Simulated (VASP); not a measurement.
# Al16GeN15 (a cell with a defect) (Ge_N) in VASP: settings compared, part 2 of 2

VASP 6.6.1. Earlier steps stand in the parts before.

## 3. Single point, PBE

Contents of INCAR:

```
  ALGO = Normal
  EDIFF = 1E-6
  ENCUT = 520
  GGA = PE
  ISIF = 2
  ISMEAR = 0
  LASPH = True
  LCHARG = False
  LREAL = Auto
  LWAVE = False
  NBANDS = 90
  NELECT = 138.0
  NELM = 80
  PREC = Accurate
  SIGMA = 0.01
```

Contents of KPOINTS:

```
Automatic mesh
0
Gamma
  1 1 1
  0.25 0.25 0.25
```

Contents of POSCAR:

```
Al16GeN15
1.0
    6.2595139092      0.0000000618      0.0000000000
   -3.1297570081      5.4208980298      0.0000000000
    0.0000000000      0.0000000000     10.0348065900
Al N Ge
16 15 1
Direct
    0.3361064194      0.1634771379      0.2534069917
    0.1669018518      0.3319268880      0.4989475449
    0.3303419167      0.1683002555      0.7563481104
    0.1665412071      0.3323610404      1.0081358165
    0.3364181921      0.6706649510      0.2529684901
    0.1964545459      0.8483644762      0.5149832142
    0.3302134020      0.6597951824      0.7563503889
    0.1706996230      0.8344584557      0.9927765103
    0.8285430568      0.1629806117      0.2528576307
    0.6503636140      0.3021277427      0.5148908293
    0.8389049984      0.1686107085      0.7564294896
    0.6642326347      0.3281474794      0.9928762559
    0.8340160000      0.6656885400      0.2120740236
    0.6492591976      0.8496994379      0.5153088863
    0.8327508133      0.6659441714      0.7395493725
    0.6637773510      0.8351335382      0.9931852059
    0.3329804094      0.1658165543      0.4432271281
    0.1679284550      0.3313033838      0.1963708073
    0.3284110195      0.1702908174      0.9413366087
    0.1674072621      0.3309974457      0.6906177660
    0.3320948421      0.6702891455      0.4433242857
    0.1804535884      0.8371974291      0.1774913369
    0.3277421501      0.6588615878      0.9412519252
    0.1789959662      0.8370353683      0.7040180333
    0.8286331435      0.1666244585      0.4431975826
    0.6620866261      0.3190628811      0.1774900986
    0.8399221288      0.1712059677      0.9413457264
    0.6615327828      0.3195257621      0.7039916204
    0.6620040374      0.8369441835      0.1781591566
    0.8313689761      0.6674135028      0.9374717713
    0.6616698268      0.8371349415      0.7036703048
    0.8308856114      0.6677247177      0.4312121017
```

Potentials or basis: VASP PAW PBE potentials, release 64 (Al, N, Ge_d).

Launch:

```sh
cat potpaw_PBE.64/Al/POTCAR potpaw_PBE.64/N/POTCAR potpaw_PBE.64/Ge_d/POTCAR > POTCAR
mpirun -np 1 vasp_std > vasp.out
```

Wall time 5.2 min (1 thread of Intel Xeon Platinum 8488C (Sapphire Rapids), shared host); peak memory 0.48 GiB.

The run converged. Its results:

```
Free energy   : -220.0893 eV
Largest force : 0.303 eV/Å
```

Forces on the atoms (eV/Å):
```
Al   0.114 -0.081 -0.086
Al  -0.263  0.151  0.007
Al   0.112 -0.067  0.031
Al  -0.102  0.058  0.003
Al   0.065 -0.066  0.053
Al  -0.113  0.064  0.029
Al   0.133 -0.071 -0.004
Al  -0.122  0.086  0.012
Al   0.091 -0.043  0.055
Al  -0.102  0.069  0.042
Al   0.126 -0.091 -0.002
Al  -0.135  0.068 -0.001
Al   0.160 -0.103  0.024
Al  -0.086  0.041 -0.038
Al   0.152 -0.092 -0.010
Al  -0.114  0.062  0.005
N    0.253 -0.152  0.026
N   -0.138  0.078 -0.004
N    0.137 -0.075 -0.023
N   -0.147  0.103 -0.009
N    0.204 -0.143 -0.021
N   -0.176  0.104  0.049
N    0.198 -0.069 -0.004
N   -0.192  0.106 -0.050
N    0.216 -0.092 -0.017
N   -0.167  0.098  0.057
N    0.164 -0.140 -0.010
N   -0.190  0.130 -0.056
N   -0.170  0.120 -0.102
N    0.215 -0.122  0.010
N   -0.202  0.116  0.067
Ge   0.080 -0.045 -0.034
```

Levels at points of the mesh, in eV from the Fermi level:
| k point | band 66 | band 67 | band 68 | band 69 | band 70 | band 71 | band 72 | band 73 |
| --- | --- | --- | --- | --- | --- | --- | --- | --- |
| (0.25, 0.25, 0.25) | -2.83 | -0.76 | -0.60 | -0.05 | 2.51 | 3.22 | 3.64 | 3.85 |

Caveat: the k points lie up to 1.16 Å⁻¹ apart; the cell carries a net charge on a neutralising background, which shifts energy and pressure; the cell is charged against a uniform background, so pressure and absolute levels hang on convention.

## 4. Single point, PBE

Contents of INCAR:

```
PREC = Accurate
ENCUT = 520
EDIFF = 1E-7
ISMEAR = 0
SIGMA = 0.01
LREAL = Auto
LASPH = T
NELM = 100
ALGO = Normal
ISIF = 2
LWAVE = F
LCHARG = T
GGA = PE
LELF = T
LVHAR = T
NELECT = 138.0
NBANDS = 90
```

KPOINTS is that of step 3.

POSCAR: that of step 3 with these lines changed.

```diff
@@ -2,5 +2,5 @@
 1.0
-    6.2595139092      0.0000000618      0.0000000000
-   -3.1297570081      5.4208980298      0.0000000000
-    0.0000000000      0.0000000000     10.0348065900
+    6.2595139128      0.0000000578      0.0000000000
+   -3.1297570064      5.4208980350      0.0000000000
+    0.0000000000      0.0000000000     10.0348065929
 Al N Ge
```

Launch:

```sh
cat potpaw_PBE.64/Al/POTCAR potpaw_PBE.64/N/POTCAR potpaw_PBE.64/Ge_d/POTCAR > POTCAR
mpirun -np 1 vasp_std > vasp.out
```

Wall time 6.6 min (1 thread of Intel Xeon Platinum 8488C (Sapphire Rapids), shared host); peak memory 0.48 GiB.

The run converged. Its results:

| Property | Result |
| --- | --- |
| Free energy | -220.0893 eV |
| Largest force | 0.303 eV/Å |

Forces in eV/Å, atoms in the order of the input:
```
Al   0.114 -0.081 -0.086
Al  -0.263  0.151  0.007
Al   0.112 -0.067  0.031
Al  -0.102  0.058  0.003
Al   0.065 -0.066  0.053
Al  -0.113  0.064  0.029
Al   0.133 -0.071 -0.004
Al  -0.122  0.086  0.012
Al   0.091 -0.043  0.055
Al  -0.102  0.069  0.042
Al   0.126 -0.091 -0.002
Al  -0.135  0.068 -0.001
Al   0.160 -0.103  0.024
Al  -0.086  0.041 -0.038
Al   0.152 -0.092 -0.010
Al  -0.114  0.062  0.005
N    0.253 -0.152  0.026
N   -0.138  0.078 -0.005
N    0.137 -0.074 -0.023
N   -0.147  0.103 -0.009
N    0.204 -0.143 -0.021
N   -0.176  0.104  0.049
N    0.198 -0.069 -0.004
N   -0.192  0.106 -0.049
N    0.216 -0.092 -0.017
N   -0.167  0.098  0.057
N    0.164 -0.140 -0.010
N   -0.190  0.130 -0.056
N   -0.170  0.120 -0.102
N    0.215 -0.122  0.010
N   -0.202  0.116  0.067
Ge   0.080 -0.045 -0.035
```

Levels at points of the mesh, in eV from the Fermi level:
```csv
k point,band 66,band 67,band 68,band 69,band 70,band 71,band 72,band 73
"(0.25, 0.25, 0.25)",-2.83,-0.76,-0.60,-0.05,2.52,3.22,3.64,3.85
```

Caveat: the k points lie up to 1.16 Å⁻¹ apart; the cell carries a net charge on a neutralising background, which shifts energy and pressure; the cell is charged against a uniform background, so pressure and absolute levels hang on convention.

## 5. Single point, r2SCAN

POSCAR is that of step 4.

Contents of INCAR.step1:

```
SYSTEM = Al16GeN15
ALGO     = Normal         ! electronic algorithm
EDIFF    = 1E-4           ! SCF threshold, eV
ENCUT    = 520            ! plane-wave cutoff, eV
GGA      = PE             ! functional
ISMEAR   = -1             ! smearing method
LASPH    = .True.         ! aspherical terms in the spheres
LCHARG   = .False.        ! write CHGCAR
LREAL    = Auto         
LWAVE    = .True.         ! write WAVECAR
NBANDS   = 90             ! bands
NELECT   = 138.0        
NELM     = 60             ! most SCF steps
PREC     = Accurate       ! precision mode
SIGMA    = 0.01           ! smearing width, eV
```

Contents of INCAR.step2:

```
SYSTEM = Al16GeN15
ALGO     = Normal         ! electronic algorithm
EDIFF    = 1E-7           ! SCF threshold, eV
ENCUT    = 520            ! plane-wave cutoff, eV
ISIF     = 2              ! what is computed and relaxed
ISMEAR   = -1             ! smearing method
ISTART   = 1            
LASPH    = .True.         ! aspherical terms in the spheres
LCHARG   = .True.         ! write CHGCAR
LELF     = .True.         ! ELF
LMIXTAU  = .True.       
LREAL    = Auto         
LVHAR    = .True.       
LWAVE    = .False.        ! write WAVECAR
METAGGA  = R2SCAN         ! meta-GGA
NBANDS   = 90             ! bands
NELECT   = 138.0        
NELM     = 60             ! most SCF steps
PREC     = Accurate       ! precision mode
SIGMA    = 0.01           ! smearing width, eV
```

KPOINTS is that of step 4.

Launch:

```sh
cat potpaw_PBE.64/Al/POTCAR potpaw_PBE.64/N/POTCAR potpaw_PBE.64/Ge_d/POTCAR > POTCAR
cp INCAR.step1 INCAR
mpirun -np 1 vasp_std > vasp.out
cp INCAR.step2 INCAR
mpirun -np 1 vasp_std > vasp.out
```

It took 22 min on 1 thread of Intel Xeon Platinum 8488C (Sapphire Rapids), shared host; peak memory 0.54 GiB.

Results (log left out):

| Property | Result |
| --- | --- |
| Free energy | -297.5334 eV |
| Largest force | 0.402 eV/Å |

Forces in eV/Å, atoms in the order of the input:
```
Al   0.118 -0.085 -0.119
Al  -0.270  0.154 -0.010
Al   0.146 -0.087  0.058
Al  -0.102  0.059 -0.019
Al   0.061 -0.058  0.025
Al  -0.224 -0.005 -0.084
Al   0.132 -0.030  0.022
Al  -0.120  0.087  0.082
Al   0.082 -0.044  0.028
Al  -0.098  0.199 -0.071
Al   0.091 -0.111  0.022
Al  -0.134  0.067  0.069
Al   0.156 -0.103  0.176
Al   0.032 -0.027 -0.153
Al   0.153 -0.092  0.038
Al  -0.109  0.059  0.070
N    0.333 -0.198  0.108
N   -0.142  0.080 -0.046
N    0.171 -0.094 -0.073
N   -0.152  0.106  0.026
N    0.218 -0.060  0.062
N   -0.226  0.083  0.007
N    0.206 -0.037 -0.053
N   -0.185  0.120 -0.107
N    0.149 -0.145  0.066
N   -0.174  0.149  0.014
N    0.140 -0.164 -0.059
N   -0.199  0.117 -0.114
N   -0.140  0.104 -0.156
N    0.224 -0.127  0.036
N   -0.228  0.131  0.014
Ge   0.087 -0.048  0.141
```

Levels at points of the mesh, in eV from the Fermi level:
| k point | band 67 | band 68 | band 69 | band 70 | band 71 | band 72 |
| --- | --- | --- | --- | --- | --- | --- |
| (0.25, 0.25, 0.25) | -1.01 | -0.87 | -0.28 | 2.74 | 3.47 | 3.92 |

Caveat: the k points lie up to 1.16 Å⁻¹ apart; the cell carries a net charge on a neutralising background, which shifts energy and pressure; the cell is charged against a uniform background, so pressure and absolute levels hang on convention; the PAW data sets were made with another functional, which shifts forces and pressure a little.
